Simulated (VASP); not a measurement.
CuSb3:

```
Cu Sb
1.0
     6.55205    0.00000    0.00000
    -3.27603    5.67425    0.00000
     0.00000    0.00000    5.25903
Cu Sb
2 6
Direct
  0.33333 0.66667 0.25000
  0.66667 0.33333 0.75000
  0.83300 0.66600 0.25000
  0.16700 0.83300 0.75000
  0.33400 0.16700 0.25000
  0.16700 0.33400 0.75000
  0.83300 0.16700 0.25000
  0.66600 0.83300 0.75000
```

```yaml
Program: VASP 6.6.1
Task: relaxation of cell and atoms
Functional: PBE
Potentials_or_basis: VASP PAW PBE potentials, release 64 (Cu, Sb)
Cutoff: 600 eV
k_mesh: 3 × 3 × 4
Occupations: gaussian, width 0.1 eV
Spin: no spin polarisation
```

At the start: pressure -0.1 GPa; volume 24.44 Å³/atom.

Task: Where does the relaxation end?

Result: Over 35 steps the energy falls by 236.7 meV/atom and the volume is 26.09 Å³/atom (+6.8 %); space group P6_3/mmc (No. 194, to 0.1 Å) before and after.

Step by step:
```tsv
step	energy change (eV)	largest force (eV/Å)	pressure (GPa)	volume (Å³)
1	0.0000	0.6886	-0.10	195.52
2	-0.1462	0.5879	-0.29	195.08
3	-0.4716	0.1157	0.37	193.66
4	-0.0056	2.1043	7.67	190.47
5	-0.5143	0.1007	0.93	193.18
6	-0.6470	0.1115	0.56	194.97
7	-1.0428	0.0830	0.01	199.56
8	-1.4713	0.2601	0.97	205.93
9	1.8700	3.7445	17.83	205.31
10	-1.6202	0.4348	2.46	207.10
11	-1.1056	1.3455	7.63	207.95
12	-1.6800	0.5839	3.32	207.63
13	-1.6315	0.8310	4.52	207.97
14	-1.6759	0.7043	3.85	207.83
15	-1.7773	0.4178	1.74	216.66
16	-1.7773	0.4141	1.71	216.79
17	-1.8199	0.2727	0.86	218.21
18	-1.8374	0.0830	-0.25	220.32
19	-1.8381	0.1100	-0.08	220.00
20	-1.8403	0.0951	-0.16	219.85
21	-1.8452	0.0634	-0.23	219.42
22	-1.8520	0.0573	-0.49	218.56
23	-1.8542	0.0327	-0.81	216.80
24	-1.8560	0.0468	-0.69	217.55
25	-1.8580	0.0536	-0.62	217.12
26	-1.8635	0.0710	-0.45	215.83
27	-1.8712	0.0821	-0.14	213.26
28	-1.8669	0.0795	0.69	208.19
29	-1.8728	0.0786	0.08	211.58
30	-1.8787	0.0605	0.11	211.03
31	-1.8893	0.0195	0.16	209.62
32	-1.8896	0.0479	0.33	206.80
33	-1.8930	0.0134	0.14	208.28
34	-1.8930	0.0177	0.17	208.11
35	-1.8940	0.0247	0.00	208.75
```

Final structure:
```cif
data_structure
_symmetry_space_group_name_H-M 'P 1'
_symmetry_Int_Tables_number 1
_cell_length_a 7.8711
_cell_length_b 7.8711
_cell_length_c 3.8907
_cell_angle_alpha 90.000
_cell_angle_beta 90.000
_cell_angle_gamma 120.000
_cell_volume 208.75
loop_
_atom_site_label
_atom_site_type_symbol
_atom_site_fract_x
_atom_site_fract_y
_atom_site_fract_z
_atom_site_occupancy
Cu1 Cu 0.33333 0.66667 0.25000 1
Cu2 Cu 0.66667 0.33333 0.75000 1
Sb1 Sb 0.80246 0.60492 0.25000 1
Sb2 Sb 0.19754 0.80246 0.75000 1
Sb3 Sb 0.39508 0.19754 0.25000 1
Sb4 Sb 0.19754 0.39508 0.75000 1
Sb5 Sb 0.80246 0.19754 0.25000 1
Sb6 Sb 0.60492 0.80246 0.75000 1
```

Caveat: the k points lie up to 0.40 Å⁻¹ apart in the final cell, too coarse for converged energies and pressures of a metal; a cell axis changed by over 15 % at a fixed basis, so the end point is rough.
